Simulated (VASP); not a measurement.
# MgO (I4mm) in VASP: notebook, part 2 of 2

VASP 6.6.1. Earlier steps stand in the parts before.

## (5) Single point, PBE (all O atoms moved +0.013 Å, as atom 2 along Cartesian [0 0 1])

Contents of INCAR:

```
SYSTEM = MgO
PREC = Accurate
ENCUT = 520
EDIFF = 1E-6
ISMEAR = 0
SIGMA = 0.05
LREAL = .False.
LASPH = .True.
NELM = 80
ALGO = Normal
ISIF = 2
LWAVE = .False.
LCHARG = .False.
GGA = PE
NBANDS = 11
```

Contents of KPOINTS:

```
Automatic mesh
0
Gamma
  10 10 10
  0 0 0
```

Contents of POSCAR:

```
MgO
1.0
    0.0000000000      2.1351500000      2.1351500000
    2.1351500000      0.0000000000      2.1351500000
    2.1351500000      2.1351500000      0.0000000000
Mg O
1 1
Direct
    0.0000000000      0.0000000000      0.0000000000
    0.5029271948      0.5029271948      0.4970728052
```

Potentials or basis: VASP PAW PBE potentials, release 64 (Mg, O).

Launch:

```console
cat potpaw_PBE.64/Mg/POTCAR potpaw_PBE.64/O/POTCAR > POTCAR
mpirun -np 1 vasp_std > vasp.out
```

OUTCAR:

```text
SYSTEM = MgO
   PREC = Accurate
   ENCUT = 520
   EDIFF = 1E-6
   ISMEAR = 0
   LREAL = .False.
   LASPH = .True.
   NELM = 80
   ISIF = 2
   GGA = PE

 ion  position               nearest neighbor table
   1  0.000  0.000  0.000-   2 2.12   2 2.14   2 2.14   2 2.14   2 2.14   2 2.15
   2  0.503  0.503  0.497-   1 2.12   1 2.14   1 2.14   1 2.14   1 2.14   1 2.15

  LATTYP: Found a face centered cubic cell.
 ALAT       =     4.2703000000

  Lattice vectors:

 A1 = (   0.0000000000,   2.1351500000,   2.1351500000)
 A2 = (   2.1351500000,   0.0000000000,   2.1351500000)
 A3 = (   2.1351500000,   2.1351500000,   0.0000000000)

Analysis of symmetry for initial positions (statically):
=====================================================================
 Subroutine PRICEL returns:
 Original cell was already a primitive cell.

 Routine SETGRP: Setting up the symmetry group for a
 face centered cubic supercell.

 Subroutine GETGRP returns: Found  8 space group operations
 (whereof  8 operations were pure point group operations)
 out of a pool of 48 trial point group operations.

The static configuration has the point symmetry C_4v.

Analysis of symmetry for dynamics (positions and initial velocities):
=====================================================================
 Subroutine PRICEL returns:
 Original cell was already a primitive cell.

 Routine SETGRP: Setting up the symmetry group for a
 face centered cubic supercell.

 Subroutine GETGRP returns: Found  8 space group operations
 (whereof  8 operations were pure point group operations)
 out of a pool of 48 trial point group operations.

The dynamic configuration has the point symmetry C_4v.

 Subroutine INISYM returns: Found  8 space group operations
 (whereof  8 operations are pure point group operations),
 and found     1 'primitive' translations

----------------------------------------------------------------------------------------

                                     Primitive cell

  volume of cell :      19.4677

  direct lattice vectors                    reciprocal lattice vectors
     0.000000000  2.135150000  2.135150000    -0.234175585  0.234175585  0.234175585
     2.135150000  0.000000000  2.135150000     0.234175585 -0.234175585  0.234175585
     2.135150000  2.135150000  0.000000000     0.234175585  0.234175585 -0.234175585

  length of vectors
     3.019558088  3.019558088  3.019558088     0.405604011  0.405604011  0.405604011

  position of ions in fractional coordinates (direct lattice)
     0.000000000  0.000000000  0.000000000
     0.502927195  0.502927195  0.497072805

  ion indices of the primitive-cell ions
   primitive index   ion index
                 1           1
                 2           2

----------------------------------------------------------------------------------------

 KPOINTS: Automatic mesh

Automatic generation of k-mesh.
 Grid dimensions read from file:
 generate k-points for:   10   10   10

 Generating k-lattice:

  Cartesian coordinates                     Fractional coordinates (reciprocal lattice)
    -0.023417558  0.023417558  0.023417558     0.100000000  0.000000000  0.000000000
     0.023417558 -0.023417558  0.023417558     0.000000000  0.100000000  0.000000000
     0.023417558  0.023417558 -0.023417558     0.000000000  0.000000000  0.100000000

  Length of vectors
     0.040560401  0.040560401  0.040560401

  Shift w.r.t. Gamma in fractional coordinates (k-lattice)
     0.000000000  0.000000000  0.000000000

 Subroutine IBZKPT returns following result:
 ===========================================

 Found    102 irreducible k-points:

 Following reciprocal coordinates:
            Coordinates               Weight
  0.000000  0.000000  0.000000      1.000000
  0.100000  0.000000  0.000000      8.000000
  0.200000  0.000000  0.000000      8.000000
  0.300000  0.000000  0.000000      8.000000
  0.400000  0.000000  0.000000      8.000000
  0.500000  0.000000  0.000000      4.000000
[... 16 lines left out ...]
 -0.100000  0.100000  0.000000      4.000000
  0.000000 -0.100000  0.100000      8.000000
 [... further k-points ...]
   k-points           NKPTS =    102   k-points in BZ     NKDIM =    102   number of bands    NBANDS=     11
   number of dos      NEDOS =    301   number of ions     NIONS =      2
   total plane-waves  NPLWV =  13824
   dimension x,y,z NGX =    24 NGY =   24 NGZ =   24
   dimension x,y,z NGXF=    48 NGYF=   48 NGZF=   48
   ions per type =               1   1
   NGX,Y,Z   is equivalent  to a cutoff of  13.21, 13.21, 13.21 a.u.
   NGXF,Y,Z  is equivalent  to a cutoff of  26.43, 26.43, 26.43 a.u.
 SYSTEM =  MgO
   PREC   = accura    normal or accurate (medium, high low for compatibility)
   ISTART =      0    job   : 0-new  1-cont  2-samecut
   ICHARG =      2    charge: 1-file 2-atom 10-const
   ISPIN  =      1    spin polarized calculation?
   LNONCOLLINEAR =      F non collinear calculations
   LSORBIT =      F    spin-orbit coupling
   LASPH  =      T    aspherical Exc in radial PAW
   ENCUT  =  520.0 eV  38.22 Ry    6.18 a.u.   5.61  5.61  5.61*2*pi/ulx,y,z
   NELM   =     80;   NELMIN=  2; NELMDL= -5     # of ELM steps
   EDIFF  = 0.1E-05   stopping-criterion for ELM
   LREAL  =      F    real-space projection
   EDIFFG = 0.1E-04   stopping-criterion for IOM
   NSW    =      0    number of steps for IOM
   IBRION =     -1    ionic relax: 0-MD 1-quasi-New 2-CG
   NFREE  =      0    steps in history (QN), initial steepest desc. (CG)
   ISIF   =      2    stress and relaxation
   ISYM   =      2    0-nonsym 1-usesym 2-fastsym
   POTIM  = 0.5000    time-step for ionic-motion
   TEBEG  =    0.0;   TEEND  =   0.0 temperature during run
   PSTRESS=    0.0 pullay stress
   NELECT =       8.0000    total number of electrons
   NUPDOWN=      -1.0000    fix difference up-down
   EMIN   =  10.00;   EMAX   =-10.00  energy-range for DOS
   EFERMI =   0.00;   METHOD = LEGACY
   ISMEAR =     0;   SIGMA  =   0.05  broadening in eV -4-tet -1-fermi 0-gaus
   EFERMI_NEDOS =   21; number of points for ismear=-14 and -15
   IALGO  =     38    algorithm
   IMIX   =      4    mixing-type and parameters
     AMIX     =   0.40;   BMIX     =  1.00
     AMIX_MAG =   1.60;   BMIX_MAG =  1.00
  volume/ion in A,a.u.               =       9.73        65.69
  Fermi-wavevector in a.u.,A,eV,Ry     =   1.217119  2.300022 20.155386  1.481379
  Thomas-Fermi vector in A             =   2.352450
   LORBIT       =      0    0 simple, 1 ext, 2 COOP (PROOUT), +10 PAW based schemes
   GGA     = PE    functional components
   LHFCALC =     F    Hartree Fock is set to
   AEXX    =    0.0000 exact exchange contribution
   IVDW    =     0    specifies the selected vdW correction
   LEPSILON=     F    determine dielectric tensor
   LRPA    =     F    only Hartree local field effects (RPA)
 non-spin polarized calculation
 Gauss-broadening in eV      SIGMA  =   0.05
  energy-cutoff  :      520.00
  volume of cell :       19.47
 maximum number of plane-waves:       544
   NGX = 11   NGY = 11   NGZ = 11

 number of electron       8.0000001 magnetization

 Free energy of the ion-electron system (eV)
  ---------------------------------------------------
  ext. energy  EPLUGINS =         0.00000000
  ---------------------------------------------------
  free energy    TOTEN  =       -11.90940796 eV

  energy without entropy =      -11.90940796  energy(sigma->0) =      -11.90940796

 E-fermi :   3.1842     XC(G=0): -10.8851

 val. band max:        2.8845830386   @ k =   0.0000   0.0000   0.0000
 cond. band min:       7.2203159818   @ k =   0.0000   0.0000   0.0000
 fundamental gap:      4.3357329432
 Fermi energy:         3.1842329832

 k-point     1 :       0.0000    0.0000    0.0000
  band No.  band energies     occupation
      1     -14.1729      2.00000
      2       2.8844      2.00000
      3       2.8846      2.00000
      4       2.8846      2.00000
      5       7.2203      0.00000
      6      18.4505      0.00000
      7      18.4508      0.00000
      8      18.4508      0.00000
      9      22.2596      0.00000
     10      23.9870      0.00000
     11      23.9874      0.00000
[... 309 lines left out ...]
 k-point    24 :       0.0000   -0.1000    0.1000
  band No.  band energies     occupation
      1     -13.9199      2.00000
      2       1.5391      2.00000
      3       2.5685      2.00000
      4       2.7771      2.00000
      5       8.6512      0.00000
      6      16.1522      0.00000
      7      18.7700      0.00000
      8      19.1025      0.00000
      9      21.8261      0.00000
     10      23.2933      0.00000
     11      25.2235      0.00000

 [... further k-points ...]

------------------------ aborting loop because EDIFF is reached ----------------------------------------

  FORCE on cell =-STRESS in cart. coord.  units (eV):
  Direction    XX          YY          ZZ          XY          YZ          ZX
  --------------------------------------------------------------------------------------
  -------------------------------------------------------------------------------------
  Total       -0.2974633     -0.2974633     -0.2915834      0.0000000      0.0000000      0.0000000
  in kB      -24.4809837    -24.4809837    -23.9970707      0.0000000      0.0000000      0.0000000
  external PRESSURE =     -24.3196794 kB  Pullay stress =       0.0000000 kB

 VOLUME and BASIS-vectors are now :
 -----------------------------------------------------------------------------
  energy-cutoff  :      520.00
  volume of cell :       19.47
      direct lattice vectors                 reciprocal lattice vectors
     0.000000000  2.135150000  2.135150000    -0.234175585  0.234175585  0.234175585
     2.135150000  0.000000000  2.135150000     0.234175585 -0.234175585  0.234175585
     2.135150000  2.135150000  0.000000000     0.234175585  0.234175585 -0.234175585

 POSITION                                       TOTAL-FORCE (eV/Angst)
 -----------------------------------------------------------------------------------
      0.00000      0.00000      0.00000         0.000000      0.000000      0.056572
      2.13515      2.13515      2.14765         0.000000      0.000000     -0.056572
 -----------------------------------------------------------------------------------
    total drift:                               -0.000001     -0.000001     -0.000221

  FREE ENERGIE OF THE ION-ELECTRON SYSTEM (eV)
  ---------------------------------------------------
  free  energy   TOTEN  =       -11.9094079642 eV

  energy  without entropy=      -11.9094079642  energy(sigma->0) =      -11.90940796
```

OSZICAR:

```text
N       E                     dE             d eps       ncg     rms          rms(c)
DAV:   1     0.156325530731E+02    0.15633E+02   -0.45837E+03  2559   0.645E+02
DAV:   2    -0.127885213745E+02   -0.28421E+02   -0.27806E+02  2612   0.137E+02
DAV:   3    -0.134642302362E+02   -0.67571E+00   -0.67506E+00  2714   0.185E+01
DAV:   4    -0.134657786095E+02   -0.15484E-02   -0.15483E-02  2454   0.104E+00
DAV:   5    -0.134657836632E+02   -0.50537E-05   -0.50537E-05  2661   0.576E-02    0.719E+00
DAV:   6    -0.119295144961E+02    0.15363E+01   -0.90986E+00  2337   0.163E+01    0.229E+00
DAV:   7    -0.119156549584E+02    0.13860E-01   -0.67316E-02  2475   0.221E+00    0.135E+00
DAV:   8    -0.119098912496E+02    0.57637E-02   -0.31206E-02  2373   0.196E+00    0.259E-01
DAV:   9    -0.119094368985E+02    0.45435E-03   -0.67796E-04  2538   0.181E-01    0.144E-01
DAV:  10    -0.119094056028E+02    0.31296E-04   -0.56975E-04  2511   0.176E-01    0.825E-03
DAV:  11    -0.119094080716E+02   -0.24687E-05   -0.34040E-06  2586   0.146E-02    0.611E-03
DAV:  12    -0.119094079642E+02    0.10734E-06   -0.62656E-07  1431   0.602E-03
   1 F= -.11909408E+02 E0= -.11909408E+02  d E =-.209775E-19
```

Wall time 14 s (1 thread of Intel Xeon 6975P-C (Granite Rapids), shared host); peak memory 0.15 GiB.

What came out:

| Quantity | Value |
| --- | --- |
| Free energy | -11.9094 eV |
| Pressure | -2.4 GPa |
| Largest force | 0.057 eV/Å |
| Band gap on the k mesh | 4.34 eV, direct |

Forces in eV/Å, atoms in the order of the input:
```
Mg   0.000  0.000  0.057
O    0.000  0.000 -0.057
```

Levels at points of the mesh, in eV from the valence-band top:
| k point | band 2 | band 3 | band 4 | band 5 | band 6 | band 7 |
| --- | --- | --- | --- | --- | --- | --- |
| (0.00, 0.00, 0.00) | 0.00 | 0.00 | 0.00 | 4.34 | 15.57 | 15.57 |
| (0.50, 0.00, 0.00) | -4.44 | -0.61 | -0.61 | 7.64 | 12.14 | 15.89 |
| (0.50, 0.50, 0.00) | -3.92 | -1.29 | -1.29 | 9.07 | 9.53 | 12.67 |
| (0.00, 0.50, 0.50) | -3.92 | -1.29 | -1.29 | 9.07 | 9.53 | 12.67 |

Caveat: the cell differs from its parent crystal (all O atoms moved +0.013 Å, as atom 2 along Cartesian [0 0 1]).
